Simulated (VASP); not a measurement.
# Pd (Fm-3m) in VASP: further runs

The runs below take Pd through single point, with PBEsol.

All numbers are computed with VASP 6.6.1; they aren't measurements. Logs are shortened: lines on timing, memory, paths and dates and some standing lists are left out, and cuts for length are marked.

**1. The cell of the first run**

It takes space group Fm-3m (No. 225, cubic). The conventional cell has a = 3.798 Å, b = 3.798 Å, c = 3.798 Å, α = 90.00°, β = 90.00°, γ = 90.00°. Pd (site symmetry m-3m) has 12 Pd at 2.69 Å within 3.5 Å.

**2. Single point, PBEsol**

INCAR reads:

```
PREC     = Accurate       # precision mode
ENCUT    = 520            # plane-wave cutoff, eV
EDIFF    = 1E-7           # SCF threshold, eV
ISMEAR   = -1             # smearing method
SIGMA    = 0.1            # smearing width, eV
LREAL    = F              # projectors in reciprocal space
LASPH    = T              # aspherical terms in the spheres
NELM     = 100            # most SCF steps
ALGO     = Normal         # electronic algorithm
ISIF     = 2              # what is computed and relaxed
LWAVE    = F              # write WAVECAR
LCHARG   = T              # write CHGCAR
GGA      = PS             # functional
LELF     = T              # ELF
LVHAR    = T            
NBANDS   = 11             # bands
```

KPOINTS reads:

```
Automatic mesh
0
Gamma
  24 24 24
```

POSCAR reads:

```
Pd
1.0
    0.0000000000      1.8988395577      1.8988395577
    1.8988395577      0.0000000000      1.8988395577
    1.8988395577      1.8988395577      0.0000000000
Pd
1
Direct
    0.0000000000      0.0000000000      0.0000000000
```

Potentials or basis: VASP PAW PBE potentials, release 64 (Pd).

On the command line:

```console
cat potpaw_PBE.64/Pd/POTCAR > POTCAR
mpirun -np 1 vasp_std > vasp.out
```

OUTCAR:

```text
PREC = Accurate
   ENCUT = 520
   EDIFF = 1E-7
   ISMEAR = -1
   LREAL = F
   LASPH = T
   NELM = 100
   ISIF = 2
   GGA = PS

 ion  position               nearest neighbor table
   1  0.000  0.000  0.000-

  LATTYP: Found a face centered cubic cell.
 ALAT       =     3.7976791154

  Lattice vectors:

 A1 = (   0.0000000000,   1.8988395577,   1.8988395577)
 A2 = (   1.8988395577,   0.0000000000,   1.8988395577)
 A3 = (   1.8988395577,   1.8988395577,   0.0000000000)

Analysis of symmetry for initial positions (statically):
=====================================================================
 Subroutine PRICEL returns:
 Original cell was already a primitive cell.

 Routine SETGRP: Setting up the symmetry group for a
 face centered cubic supercell.

 Subroutine GETGRP returns: Found 48 space group operations
 (whereof 48 operations were pure point group operations)
 out of a pool of 48 trial point group operations.

The static configuration has the point symmetry O_h .

Analysis of symmetry for dynamics (positions and initial velocities):
=====================================================================
 Subroutine PRICEL returns:
 Original cell was already a primitive cell.

 Routine SETGRP: Setting up the symmetry group for a
 face centered cubic supercell.

 Subroutine GETGRP returns: Found 48 space group operations
 (whereof 48 operations were pure point group operations)
 out of a pool of 48 trial point group operations.

The dynamic configuration has the point symmetry O_h .

 Subroutine INISYM returns: Found 48 space group operations
 (whereof 48 operations are pure point group operations),
 and found     1 'primitive' translations

----------------------------------------------------------------------------------------

                                     Primitive cell

  volume of cell :      13.6929

  direct lattice vectors                    reciprocal lattice vectors
     0.000000000  1.898839558  1.898839558    -0.263318719  0.263318719  0.263318719
     1.898839558  0.000000000  1.898839558     0.263318719 -0.263318719  0.263318719
     1.898839558  1.898839558  0.000000000     0.263318719  0.263318719 -0.263318719

  length of vectors
     2.685364655  2.685364655  2.685364655     0.456081400  0.456081400  0.456081400

  position of ions in fractional coordinates (direct lattice)
     0.000000000  0.000000000  0.000000000

  ion indices of the primitive-cell ions
   primitive index   ion index
                 1           1

----------------------------------------------------------------------------------------

 KPOINTS: Automatic mesh

Automatic generation of k-mesh.
 Grid dimensions read from file:
 generate k-points for:   24   24   24

 Generating k-lattice:

  Cartesian coordinates                     Fractional coordinates (reciprocal lattice)
    -0.010971613  0.010971613  0.010971613     0.041666667  0.000000000  0.000000000
     0.010971613 -0.010971613  0.010971613     0.000000000  0.041666667  0.000000000
     0.010971613  0.010971613 -0.010971613     0.000000000  0.000000000  0.041666667

  Length of vectors
     0.019003392  0.019003392  0.019003392

  Shift w.r.t. Gamma in fractional coordinates (k-lattice)
     0.000000000  0.000000000  0.000000000

 Subroutine IBZKPT returns following result:
 ===========================================

 Found    413 irreducible k-points:

 Following reciprocal coordinates:
            Coordinates               Weight
  0.000000  0.000000  0.000000      1.000000
  0.041667  0.000000  0.000000      8.000000
  0.083333  0.000000  0.000000      8.000000
  0.125000  0.000000  0.000000      8.000000
  0.166667  0.000000  0.000000      8.000000
  0.208333  0.000000  0.000000      8.000000
[... 16 lines left out ...]
  0.416667  0.041667  0.000000     24.000000
  0.458333  0.041667  0.000000     24.000000
 [... further k-points ...]
   k-points           NKPTS =    413   k-points in BZ     NKDIM =    413   number of bands    NBANDS=     11
   number of dos      NEDOS =    301   number of ions     NIONS =      1
   total plane-waves  NPLWV =   8000
   dimension x,y,z NGX =    20 NGY =   20 NGZ =   20
   dimension x,y,z NGXF=    40 NGYF=   40 NGZF=   40
   ions per type =               1
   NGX,Y,Z   is equivalent  to a cutoff of  12.38, 12.38, 12.38 a.u.
   NGXF,Y,Z  is equivalent  to a cutoff of  24.76, 24.76, 24.76 a.u.
 SYSTEM =  unknown system
   PREC   = accura    normal or accurate (medium, high low for compatibility)
   ISTART =      0    job   : 0-new  1-cont  2-samecut
   ICHARG =      2    charge: 1-file 2-atom 10-const
   ISPIN  =      1    spin polarized calculation?
   LNONCOLLINEAR =      F non collinear calculations
   LSORBIT =      F    spin-orbit coupling
   LASPH  =      T    aspherical Exc in radial PAW
   ENCUT  =  520.0 eV  38.22 Ry    6.18 a.u.   4.99  4.99  4.99*2*pi/ulx,y,z
   NELM   =    100;   NELMIN=  2; NELMDL= -5     # of ELM steps
   EDIFF  = 0.1E-06   stopping-criterion for ELM
   LREAL  =      F    real-space projection
   EDIFFG = 0.1E-05   stopping-criterion for IOM
   NSW    =      0    number of steps for IOM
   IBRION =     -1    ionic relax: 0-MD 1-quasi-New 2-CG
   NFREE  =      0    steps in history (QN), initial steepest desc. (CG)
   ISIF   =      2    stress and relaxation
   ISYM   =      2    0-nonsym 1-usesym 2-fastsym
   POTIM  = 0.5000    time-step for ionic-motion
   TEBEG  =    0.0;   TEEND  =   0.0 temperature during run
   PSTRESS=    0.0 pullay stress
   NELECT =      10.0000    total number of electrons
   NUPDOWN=      -1.0000    fix difference up-down
   EMIN   =  10.00;   EMAX   =-10.00  energy-range for DOS
   EFERMI =   0.00;   METHOD = LEGACY
   ISMEAR =    -1;   SIGMA  =   0.10  broadening in eV -4-tet -1-fermi 0-gaus
   EFERMI_NEDOS =   21; number of points for ismear=-14 and -15
   IALGO  =     38    algorithm
   IMIX   =      4    mixing-type and parameters
     AMIX     =   0.40;   BMIX     =  1.00
     AMIX_MAG =   1.60;   BMIX_MAG =  1.00
  volume/ion in A,a.u.               =      13.69        92.40
  Fermi-wavevector in a.u.,A,eV,Ry     =   1.474268  2.785963 29.571819  2.173467
  Thomas-Fermi vector in A             =   2.589060
   LORBIT       =      0    0 simple, 1 ext, 2 COOP (PROOUT), +10 PAW based schemes
   GGA     = PS    functional components
   LHFCALC =     F    Hartree Fock is set to
   AEXX    =    0.0000 exact exchange contribution
   IVDW    =     0    specifies the selected vdW correction
   LEPSILON=     F    determine dielectric tensor
   LRPA    =     F    only Hartree local field effects (RPA)
 non-spin polarized calculation
  energy-cutoff  :      520.00
  volume of cell :       13.69
 maximum number of plane-waves:       380
   NGX =  9   NGY =  9   NGZ =  9

 number of electron      10.0000001 magnetization

 Free energy of the ion-electron system (eV)
  ---------------------------------------------------
  ext. energy  EPLUGINS =         0.00000000
  ---------------------------------------------------
  free energy    TOTEN  =        -5.95815000 eV

  energy without entropy =       -5.89987460  energy(sigma->0) =       -5.92901230

 E-fermi :  10.9712     XC(G=0): -13.8476

 val. band max:       10.9691965628   @ k =  -0.3750   0.3750   0.1250
 cond. band min:      10.9715427448   @ k =   0.3750   0.1250   0.0417
 fundamental gap:      0.0023461820
 Fermi energy:        10.9712387364

 k-point     1 :       0.0000    0.0000    0.0000
  band No.  band energies     occupation
      1       3.0969      2.00000
      2       7.7224      2.00000
      3       7.7224      2.00000
      4       7.7224      2.00000
      5       9.5625      2.00000
      6       9.5625      2.00000
      7      28.0665      0.00000
      8      33.2657      0.00000
      9      33.2657      0.00000
     10      33.2657      0.00000
     11      36.7537      0.00000

 k-point     2 :       0.0417    0.0000    0.0000
  band No.  band energies     occupation
      1       3.1648      2.00000
      2       7.6955      2.00000
      3       7.7475      2.00000
      4       7.7475      2.00000
      5       9.5494      2.00000
      6       9.5494      2.00000
      7      28.1510      0.00000
      8      32.8097      0.00000
      9      33.3528      0.00000
     10      33.3528      0.00000
     11      36.7712      0.00000

 k-point     3 :       0.0833    0.0000    0.0000
  band No.  band energies     occupation
      1       3.3644      2.00000
      2       7.6224      2.00000
      3       7.8176      2.00000
      4       7.8176      2.00000
      5       9.5161      2.00000
      6       9.5161      2.00000
      7      28.3823      0.00000
      8      31.7612      0.00000
      9      33.6080      0.00000
     10      33.6080      0.00000
     11      36.7898      0.00000

 k-point     4 :       0.1250    0.0000    0.0000
  band No.  band energies     occupation
      1       3.6810      2.00000
      2       7.5259      2.00000
      3       7.9158      2.00000
      4       7.9158      2.00000
      5       9.4823      2.00000
      6       9.4823      2.00000
      7      28.6740      0.00000
      8      30.5216      0.00000
      9      34.0116      0.00000
     10      34.0116      0.00000
     11      36.7954      0.00000
[... 239 lines left out ...]
 k-point    22 :       0.3750    0.0417    0.0000
  band No.  band energies     occupation
      1       5.1481      2.00000
      2       7.7901      2.00000
      3       7.8884      2.00000
      4       9.1575      2.00000
      5      10.5594      1.96799
      6      10.6002      1.95221
      7      22.0003      0.00000
      8      28.2517      0.00000
      9      33.2812      0.00000
     10      34.3203      0.00000
     11      36.7893      0.00000

 k-point    23 :       0.4167    0.0417    0.0000
  band No.  band energies     occupation
      1       5.0994      2.00000
      2       7.7061      2.00000
      3       7.8055      2.00000
      4       9.8059      1.99998
      5      10.7649      1.77468
      6      11.1509      0.28463
      7      20.6068      0.00000
      8      27.8836      0.00000
      9      32.8231      0.00000
     10      33.4788      0.00000
     11      36.7894      0.00000

 k-point    24 :       0.4583    0.0417    0.0000
  band No.  band energies     occupation
      1       5.0533      2.00000
      2       7.6494      2.00000
      3       7.7436      2.00000
      4      10.2386      1.99868
      5      10.8956      1.36129
      6      11.7613      0.00074
      7      19.4796      0.00000
      8      27.6319      0.00000
      9      32.5452      0.00000
     10      32.8401      0.00000
     11      36.7903      0.00000

 [... further k-points ...]
[... 5 lines left out ...]
  --------------------------------------------------------------------------------------
  -------------------------------------------------------------------------------------
  Total        1.2480640      1.2480640      1.2480640      0.0000000      0.0000000     -0.0000000
  in kB      146.0335426    146.0335426    146.0335426      0.0000000      0.0000000     -0.0000000
  external PRESSURE =     146.0335426 kB  Pullay stress =       0.0000000 kB

 VOLUME and BASIS-vectors are now :
 -----------------------------------------------------------------------------
  energy-cutoff  :      520.00
  volume of cell :       13.69
      direct lattice vectors                 reciprocal lattice vectors
     0.000000000  1.898839558  1.898839558    -0.263318719  0.263318719  0.263318719
     1.898839558  0.000000000  1.898839558     0.263318719 -0.263318719  0.263318719
     1.898839558  1.898839558  0.000000000     0.263318719  0.263318719 -0.263318719

 POSITION                                       TOTAL-FORCE (eV/Angst)
 -----------------------------------------------------------------------------------
      0.00000      0.00000      0.00000         0.000000     -0.000000      0.000000
 -----------------------------------------------------------------------------------
    total drift:                                0.000000      0.000000      0.000000

  FREE ENERGIE OF THE ION-ELECTRON SYSTEM (eV)
  ---------------------------------------------------
  free  energy   TOTEN  =        -5.9581500034 eV

  energy  without entropy=       -5.8998745996  energy(sigma->0) =       -5.92901230
```

It took 58 s on 1 thread of Intel Xeon Platinum 8259CL at 2.50GHz (Skylake/Cascade Lake), shared host; peak memory 0.17 GiB.

Results:

```
Free energy            : -5.9582 eV
Pressure               : 14.6 GPa
Band gap on the k mesh : zero (band 5 reaches 11.29 eV, above the bottom of band 6 at 9.48 eV)
```

Caveat: the PAW data sets were made with another functional, which shifts forces and pressure a little.

(Continued in part 2 of 2.)
